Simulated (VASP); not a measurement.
# Hf (Im-3m) in VASP: a series of runs, part 2 of 2

VASP 6.6.1. The steps go on from the part before.

## Step 3: Single point, PBE (volume scaled by 1.01)

Contents of INCAR:

```
SYSTEM = Hf
  PREC = Accurate
  ENCUT = 520
  EDIFF = 1E-6
  ISMEAR = -1
  SIGMA = 0.05
  LREAL = .FALSE.
  LASPH = .TRUE.
  NELM = 80
  ALGO = Normal
  ISIF = 2
  LWAVE = .FALSE.
  LCHARG = .FALSE.
  GGA = PE
  NBANDS = 11
```

Contents of KPOINTS:

```
regular mesh
0
G
  14 14 14
  0 0 0
```

Contents of POSCAR:

```
Hf
1.0
   -1.8109967218      1.8109967218      1.8109967218
    1.8109967218     -1.8109967218      1.8109967218
    1.8109967218      1.8109967218     -1.8109967218
Hf
1
Direct
    0.0000000000      0.0000000000      0.0000000000
```

Potentials or basis: VASP PAW PBE potentials, release 64 (Hf_pv).

On the command line:

```bash
$ cat potpaw_PBE.64/Hf_pv/POTCAR > POTCAR
$ mpirun -np 1 vasp_std > vasp.out
```

OUTCAR:

```text
SYSTEM = Hf
   PREC = Accurate
   ENCUT = 520
   EDIFF = 1E-6
   ISMEAR = -1
   LREAL = .FALSE.
   LASPH = .TRUE.
   NELM = 80
   ISIF = 2
   GGA = PE

 ion  position               nearest neighbor table
   1  0.000  0.000  0.000-

  LATTYP: Found a body centered cubic cell.
 ALAT       =     3.6219934436

  Lattice vectors:

 A1 = (  -1.8109967218,   1.8109967218,   1.8109967218)
 A2 = (   1.8109967218,  -1.8109967218,   1.8109967218)
 A3 = (   1.8109967218,   1.8109967218,  -1.8109967218)

Analysis of symmetry for initial positions (statically):
=====================================================================
 Subroutine PRICEL returns:
 Original cell was already a primitive cell.

 Routine SETGRP: Setting up the symmetry group for a
 body centered cubic supercell.

 Subroutine GETGRP returns: Found 48 space group operations
 (whereof 48 operations were pure point group operations)
 out of a pool of 48 trial point group operations.

The static configuration has the point symmetry O_h .

Analysis of symmetry for dynamics (positions and initial velocities):
=====================================================================
 Subroutine PRICEL returns:
 Original cell was already a primitive cell.

 Routine SETGRP: Setting up the symmetry group for a
 body centered cubic supercell.

 Subroutine GETGRP returns: Found 48 space group operations
 (whereof 48 operations were pure point group operations)
 out of a pool of 48 trial point group operations.

The dynamic configuration has the point symmetry O_h .

 Subroutine INISYM returns: Found 48 space group operations
 (whereof 48 operations are pure point group operations),
 and found     1 'primitive' translations

----------------------------------------------------------------------------------------
[... 114 lines left out ...]
  Thomas-Fermi vector in A             =   2.361869
   LORBIT       =      0    0 simple, 1 ext, 2 COOP (PROOUT), +10 PAW based schemes
   GGA     = PE    functional components
   LHFCALC =     F    Hartree Fock is set to
   AEXX    =    0.0000 exact exchange contribution
   IVDW    =     0    specifies the selected vdW correction
   LEPSILON=     F    determine dielectric tensor
   LRPA    =     F    only Hartree local field effects (RPA)
 non-spin polarized calculation
  energy-cutoff  :      520.00
  volume of cell :       23.76
 maximum number of plane-waves:       682
   NGX = 11   NGY = 11   NGZ = 11

 number of electron      10.0000000 magnetization

 number of electron       9.9999999 magnetization

 Free energy of the ion-electron system (eV)
  ---------------------------------------------------
  ext. energy  EPLUGINS =         0.00000000
  ---------------------------------------------------
  free energy    TOTEN  =        -9.72070991 eV

  energy without entropy =       -9.70264019  energy(sigma->0) =       -9.71167505

 E-fermi :   4.1755     XC(G=0): -11.0143

 val. band max:        4.1753110327   @ k =  -0.2857   0.3571   0.0714
 cond. band min:       4.1757307272   @ k =   0.2143   0.1429   0.0000
 fundamental gap:      0.0004196945
 Fermi energy:         4.1754680060

 k-point     1 :       0.0000    0.0000    0.0000
  band No.  band energies     occupation
      1     -25.8932      2.00000
      2     -25.8932      2.00000
      3     -25.8932      2.00000
      4      -2.6604      2.00000
      5       5.6552      0.00000
      6       5.6552      0.00000
      7       5.6552      0.00000
      8       8.2645      0.00000
      9       8.2645      0.00000
     10      17.1790      0.00000
     11      17.1790      0.00000
[... 309 lines left out ...]
 k-point    24 :       0.3571    0.2857   -0.0000
  band No.  band energies     occupation
      1     -26.4025      2.00000
      2     -26.3008      2.00000
      3     -25.9759      2.00000
      4       2.6011      2.00000
      5       3.5944      1.99998
      6       3.8093      1.99868
      7       8.3754      0.00000
      8       8.8333      0.00000
      9      11.1047      0.00000
     10      13.4911      0.00000
     11      14.8511      0.00000

 [... further k-points ...]

------------------------ aborting loop because EDIFF is reached ----------------------------------------

  FORCE on cell =-STRESS in cart. coord.  units (eV):
  Direction    XX          YY          ZZ          XY          YZ          ZX
  --------------------------------------------------------------------------------------
  -------------------------------------------------------------------------------------
  Total       -0.8994786     -0.8994786     -0.8994786      0.0000000     -0.0000000     -0.0000000
  in kB      -60.6580480    -60.6580480    -60.6580480      0.0000000     -0.0000000     -0.0000000
  external PRESSURE =     -60.6580480 kB  Pullay stress =       0.0000000 kB

 VOLUME and BASIS-vectors are now :
 -----------------------------------------------------------------------------
  energy-cutoff  :      520.00
  volume of cell :       23.76
      direct lattice vectors                 reciprocal lattice vectors
    -1.810996722  1.810996722  1.810996722     0.000000000  0.276091057  0.276091057
     1.810996722 -1.810996722  1.810996722     0.276091057  0.000000000  0.276091057
     1.810996722  1.810996722 -1.810996722     0.276091057  0.276091057  0.000000000

 POSITION                                       TOTAL-FORCE (eV/Angst)
 -----------------------------------------------------------------------------------
      0.00000      0.00000      0.00000        -0.000000      0.000000      0.000000
 -----------------------------------------------------------------------------------
    total drift:                               -0.000000      0.000000      0.000000

  FREE ENERGIE OF THE ION-ELECTRON SYSTEM (eV)
  ---------------------------------------------------
  free  energy   TOTEN  =        -9.7207099097 eV

  energy  without entropy=       -9.7026401909  energy(sigma->0) =       -9.71167505
```

OSZICAR:

```text
N       E                     dE             d eps       ncg     rms          rms(c)
DAV:   1     0.130621016854E+02    0.13062E+02   -0.56482E+03  2296   0.831E+02
DAV:   2    -0.962411737058E+01   -0.22686E+02   -0.21944E+02  2885   0.155E+02
DAV:   3    -0.101048322102E+02   -0.48071E+00   -0.46612E+00  2829   0.152E+01
DAV:   4    -0.101071002755E+02   -0.22681E-02   -0.22674E-02  2619   0.124E+00
DAV:   5    -0.101071153368E+02   -0.15061E-04   -0.15061E-04  2901   0.877E-02    0.437E+01
DAV:   6    -0.981585419799E+01    0.29126E+00   -0.25693E-01  2504   0.367E+00    0.251E+01
DAV:   7    -0.972494584561E+01    0.90908E-01   -0.34040E-01  2579   0.409E+00    0.117E+00
DAV:   8    -0.972073676493E+01    0.42091E-02   -0.22402E-02  2546   0.109E+00    0.866E-02
DAV:   9    -0.972070536024E+01    0.31405E-04   -0.36243E-04  2835   0.164E-01    0.547E-02
DAV:  10    -0.972071079011E+01   -0.54299E-05   -0.40004E-05  2691   0.473E-02    0.319E-02
DAV:  11    -0.972070990966E+01    0.88045E-06   -0.49912E-06  2648   0.165E-02
   1 F= -.97207099E+01 E0= -.97116751E+01  d E =-.180697E-01
```

Wall time 9 s (1 thread of Intel Xeon 6975P-C, shared host); peak memory 0.15 GiB.

Results:

| Property | Result |
| --- | --- |
| Free energy | -9.7207 eV |
| Pressure | -6.1 GPa |
| Band gap on the k mesh | zero (band 5 reaches 5.66 eV, above the bottom of band 6 at 3.46 eV) |

Caveat: spin-orbit coupling is left out, which moves the levels of the heavy elements.

## Step 4: Single point, PBE (volume scaled by 1.02)

Contents of INCAR:

```
SYSTEM = Hf
PREC = Accurate
ENCUT = 520
EDIFF = 1E-6
ISMEAR = -1
SIGMA = 0.05
LREAL = .FALSE.
LASPH = .TRUE.
NELM = 80
ALGO = Normal
ISIF = 2
LWAVE = .FALSE.
LCHARG = .FALSE.
GGA = PE
NBANDS = 11
```

KPOINTS is that of step 3.

Contents of POSCAR:

```
Hf
1.0
   -1.8169539908      1.8169539908      1.8169539908
    1.8169539908     -1.8169539908      1.8169539908
    1.8169539908      1.8169539908     -1.8169539908
Hf
1
Direct
    0.0000000000      0.0000000000      0.0000000000
```

Potentials or basis: VASP PAW PBE potentials, release 64 (Hf_pv).

On the command line:

```bash
$ cat potpaw_PBE.64/Hf_pv/POTCAR > POTCAR
$ mpirun -np 1 vasp_std > vasp.out
```

OUTCAR:

```text
SYSTEM = Hf
   PREC = Accurate
   ENCUT = 520
   EDIFF = 1E-6
   ISMEAR = -1
   LREAL = .FALSE.
   LASPH = .TRUE.
   NELM = 80
   ISIF = 2
   GGA = PE

 ion  position               nearest neighbor table
   1  0.000  0.000  0.000-

  LATTYP: Found a body centered cubic cell.
 ALAT       =     3.6339079816

  Lattice vectors:

 A1 = (  -1.8169539908,   1.8169539908,   1.8169539908)
 A2 = (   1.8169539908,  -1.8169539908,   1.8169539908)
 A3 = (   1.8169539908,   1.8169539908,  -1.8169539908)

Analysis of symmetry for initial positions (statically):
=====================================================================
 Subroutine PRICEL returns:
 Original cell was already a primitive cell.

 Routine SETGRP: Setting up the symmetry group for a
 body centered cubic supercell.

 Subroutine GETGRP returns: Found 48 space group operations
 (whereof 48 operations were pure point group operations)
 out of a pool of 48 trial point group operations.

The static configuration has the point symmetry O_h .

Analysis of symmetry for dynamics (positions and initial velocities):
=====================================================================
 Subroutine PRICEL returns:
 Original cell was already a primitive cell.

 Routine SETGRP: Setting up the symmetry group for a
 body centered cubic supercell.

 Subroutine GETGRP returns: Found 48 space group operations
 (whereof 48 operations were pure point group operations)
 out of a pool of 48 trial point group operations.

The dynamic configuration has the point symmetry O_h .

 Subroutine INISYM returns: Found 48 space group operations
 (whereof 48 operations are pure point group operations),
 and found     1 'primitive' translations

----------------------------------------------------------------------------------------

                                     Primitive cell

  volume of cell :      23.9934

  direct lattice vectors                    reciprocal lattice vectors
    -1.816953991  1.816953991  1.816953991     0.000000000  0.275185834  0.275185834
     1.816953991 -1.816953991  1.816953991     0.275185834  0.000000000  0.275185834
     1.816953991  1.816953991 -1.816953991     0.275185834  0.275185834  0.000000000

  length of vectors
     3.147056627  3.147056627  3.147056627     0.389171539  0.389171539  0.389171539

  position of ions in fractional coordinates (direct lattice)
     0.000000000  0.000000000  0.000000000

  ion indices of the primitive-cell ions
   primitive index   ion index
                 1           1

----------------------------------------------------------------------------------------

 KPOINTS: regular mesh

Automatic generation of k-mesh.
 Grid dimensions read from file:
 generate k-points for:   14   14   14

 Generating k-lattice:

  Cartesian coordinates                     Fractional coordinates (reciprocal lattice)
     0.000000000  0.019656131  0.019656131     0.071428571  0.000000000  0.000000000
     0.019656131  0.000000000  0.019656131     0.000000000  0.071428571  0.000000000
     0.019656131  0.019656131  0.000000000     0.000000000  0.000000000  0.071428571

  Length of vectors
     0.027797967  0.027797967  0.027797967

  Shift w.r.t. Gamma in fractional coordinates (k-lattice)
     0.000000000  0.000000000  0.000000000

 Subroutine IBZKPT returns following result:
 ===========================================

 Found    104 irreducible k-points:

 Following reciprocal coordinates:
            Coordinates               Weight
  0.000000  0.000000  0.000000      1.000000
  0.071429  0.000000  0.000000     12.000000
  0.142857  0.000000  0.000000     12.000000
  0.214286  0.000000  0.000000     12.000000
  0.285714  0.000000  0.000000     12.000000
  0.357143  0.000000  0.000000     12.000000
[... 16 lines left out ...]
  0.285714  0.285714  0.000000     24.000000
  0.357143  0.285714  0.000000     24.000000
 [... further k-points ...]
   k-points           NKPTS =    104   k-points in BZ     NKDIM =    104   number of bands    NBANDS=     11
   number of dos      NEDOS =    301   number of ions     NIONS =      1
   total plane-waves  NPLWV =  13824
   dimension x,y,z NGX =    24 NGY =   24 NGZ =   24
   dimension x,y,z NGXF=    48 NGYF=   48 NGZF=   48
   ions per type =               1
   NGX,Y,Z   is equivalent  to a cutoff of  12.68, 12.68, 12.68 a.u.
   NGXF,Y,Z  is equivalent  to a cutoff of  25.36, 25.36, 25.36 a.u.
 SYSTEM =  Hf
   PREC   = accura    normal or accurate (medium, high low for compatibility)
   ISTART =      0    job   : 0-new  1-cont  2-samecut
   ICHARG =      2    charge: 1-file 2-atom 10-const
   ISPIN  =      1    spin polarized calculation?
   LNONCOLLINEAR =      F non collinear calculations
   LSORBIT =      F    spin-orbit coupling
   LASPH  =      T    aspherical Exc in radial PAW
   ENCUT  =  520.0 eV  38.22 Ry    6.18 a.u.   5.85  5.85  5.85*2*pi/ulx,y,z
   NELM   =     80;   NELMIN=  2; NELMDL= -5     # of ELM steps
   EDIFF  = 0.1E-05   stopping-criterion for ELM
   LREAL  =      F    real-space projection
   EDIFFG = 0.1E-04   stopping-criterion for IOM
   NSW    =      0    number of steps for IOM
   IBRION =     -1    ionic relax: 0-MD 1-quasi-New 2-CG
   NFREE  =      0    steps in history (QN), initial steepest desc. (CG)
   ISIF   =      2    stress and relaxation
   ISYM   =      2    0-nonsym 1-usesym 2-fastsym
   POTIM  = 0.5000    time-step for ionic-motion
   TEBEG  =    0.0;   TEEND  =   0.0 temperature during run
   PSTRESS=    0.0 pullay stress
   NELECT =      10.0000    total number of electrons
   NUPDOWN=      -1.0000    fix difference up-down
   EMIN   =  10.00;   EMAX   =-10.00  energy-range for DOS
   EFERMI =   0.00;   METHOD = LEGACY
   ISMEAR =    -1;   SIGMA  =   0.05  broadening in eV -4-tet -1-fermi 0-gaus
   EFERMI_NEDOS =   21; number of points for ismear=-14 and -15
   IALGO  =     38    algorithm
   IMIX   =      4    mixing-type and parameters
     AMIX     =   0.40;   BMIX     =  1.00
     AMIX_MAG =   1.60;   BMIX_MAG =  1.00
  volume/ion in A,a.u.               =      23.99       161.92
  Fermi-wavevector in a.u.,A,eV,Ry     =   1.222862  2.310875 20.346047  1.495392
  Thomas-Fermi vector in A             =   2.357994
   LORBIT       =      0    0 simple, 1 ext, 2 COOP (PROOUT), +10 PAW based schemes
   GGA     = PE    functional components
   LHFCALC =     F    Hartree Fock is set to
   AEXX    =    0.0000 exact exchange contribution
   IVDW    =     0    specifies the selected vdW correction
   LEPSILON=     F    determine dielectric tensor
   LRPA    =     F    only Hartree local field effects (RPA)
 non-spin polarized calculation
  energy-cutoff  :      520.00
  volume of cell :       23.99
 maximum number of plane-waves:       682
   NGX = 11   NGY = 11   NGZ = 11

 number of electron      10.0000000 magnetization

 number of electron       9.9999998 magnetization

 Free energy of the ion-electron system (eV)
  ---------------------------------------------------
  ext. energy  EPLUGINS =         0.00000000
  ---------------------------------------------------
  free energy    TOTEN  =        -9.71124758 eV

  energy without entropy =       -9.69306025  energy(sigma->0) =       -9.70215391

 E-fermi :   4.1148     XC(G=0): -10.9708

 val. band max:        4.1146726303   @ k =   0.2857   0.0714   0.0714
 cond. band min:       4.1178774696   @ k =  -0.2857   0.3571   0.0714
 fundamental gap:      0.0032048393
 Fermi energy:         4.1148354590

 k-point     1 :       0.0000    0.0000    0.0000
  band No.  band energies     occupation
      1     -25.9952      2.00000
      2     -25.9952      2.00000
      3     -25.9952      2.00000
      4      -2.6910      2.00000
      5       5.5826      0.00000
      6       5.5826      0.00000
      7       5.5826      0.00000
      8       8.1646      0.00000
      9       8.1646      0.00000
     10      17.0693      0.00000
     11      17.0693      0.00000
[... 309 lines left out ...]
 k-point    24 :       0.3571    0.2857    0.0000
  band No.  band energies     occupation
      1     -26.4874      2.00000
      2     -26.3891      2.00000
      3     -26.0751      2.00000
      4       2.5528      2.00000
      5       3.5369      1.99998
      6       3.7424      1.99884
      7       8.2700      0.00000
      8       8.7212      0.00000
      9      10.9461      0.00000
     10      13.3222      0.00000
     11      14.6731      0.00000

 [... further k-points ...]

------------------------ aborting loop because EDIFF is reached ----------------------------------------

  FORCE on cell =-STRESS in cart. coord.  units (eV):
  Direction    XX          YY          ZZ          XY          YZ          ZX
  --------------------------------------------------------------------------------------
  -------------------------------------------------------------------------------------
  Total       -1.0252925     -1.0252925     -1.0252925      0.0000000     -0.0000000     -0.0000000
  in kB      -68.4646792    -68.4646792    -68.4646792      0.0000000     -0.0000000     -0.0000000
  external PRESSURE =     -68.4646792 kB  Pullay stress =       0.0000000 kB

 VOLUME and BASIS-vectors are now :
 -----------------------------------------------------------------------------
  energy-cutoff  :      520.00
  volume of cell :       23.99
      direct lattice vectors                 reciprocal lattice vectors
    -1.816953991  1.816953991  1.816953991     0.000000000  0.275185834  0.275185834
     1.816953991 -1.816953991  1.816953991     0.275185834  0.000000000  0.275185834
     1.816953991  1.816953991 -1.816953991     0.275185834  0.275185834  0.000000000

 POSITION                                       TOTAL-FORCE (eV/Angst)
 -----------------------------------------------------------------------------------
      0.00000      0.00000      0.00000         0.000000     -0.000000     -0.000000
 -----------------------------------------------------------------------------------
    total drift:                               -0.000000      0.000000      0.000000

  FREE ENERGIE OF THE ION-ELECTRON SYSTEM (eV)
  ---------------------------------------------------
  free  energy   TOTEN  =        -9.7112475762 eV

  energy  without entropy=       -9.6930602486  energy(sigma->0) =       -9.70215391
```

OSZICAR:

```text
N       E                     dE             d eps       ncg     rms          rms(c)
DAV:   1     0.123727323429E+02    0.12373E+02   -0.56923E+03  2304   0.832E+02
DAV:   2    -0.962534778452E+01   -0.21998E+02   -0.21304E+02  2834   0.151E+02
DAV:   3    -0.101030298079E+02   -0.47768E+00   -0.46402E+00  2872   0.150E+01
DAV:   4    -0.101052465190E+02   -0.22167E-02   -0.22161E-02  2581   0.122E+00
DAV:   5    -0.101052626452E+02   -0.16126E-04   -0.16126E-04  2883   0.894E-02    0.436E+01
DAV:   6    -0.980769132944E+01    0.29757E+00   -0.26374E-01  2510   0.371E+00    0.250E+01
DAV:   7    -0.971537604892E+01    0.92315E-01   -0.34256E-01  2594   0.409E+00    0.121E+00
DAV:   8    -0.971127320169E+01    0.41028E-02   -0.21863E-02  2546   0.108E+00    0.113E-01
DAV:   9    -0.971124272149E+01    0.30480E-04   -0.34859E-04  2838   0.160E-01    0.587E-02
DAV:  10    -0.971124849467E+01   -0.57732E-05   -0.38752E-05  2673   0.468E-02    0.361E-02
DAV:  11    -0.971124757617E+01    0.91850E-06   -0.49008E-06  2660   0.164E-02
   1 F= -.97112476E+01 E0= -.97021539E+01  d E =-.181873E-01
```

stdout:

```text
POSCAR found type information on POSCAR Hf
 POSCAR found :  1 types and       1 ions
 scaLAPACK will be used
 LDA part: xc-table for (Slater+PW92), standard interpolation
 POSCAR, INCAR and KPOINTS ok, starting setup
 FFT: planning ... GRIDC
 FFT: planning ... GRID_SOFT
 FFT: planning ... GRID
 WAVECAR not read
 entering main loop
```

Wall time 10 s (1 thread of Intel Xeon 6975P-C, shared host); peak memory 0.16 GiB.

What came out:

```yaml
Free_energy: -9.7112 eV
Pressure: -6.8 GPa
Band_gap_on_the_k_mesh: zero (band 5 reaches 5.58 eV, above the bottom of band 6 at 3.40 eV)
```

Levels at points of the mesh, in eV from the Fermi level:
```
           k point  band 2  band 3  band 4  band 5  band 6  band 7  band 8  band 9
(0.00, 0.00, 0.00)  -30.11  -30.11   -6.81    1.47    1.47    1.47    4.05    4.05
(0.50, 0.00, 0.00)  -30.32  -30.11   -3.17   -0.38    0.83    3.84    4.78    7.00
(0.50, 0.50, 0.50)  -30.57  -30.57   -2.28   -2.28    6.26    6.26    6.26    6.69
```

Caveat: spin-orbit coupling is left out, which moves the levels of the heavy elements.
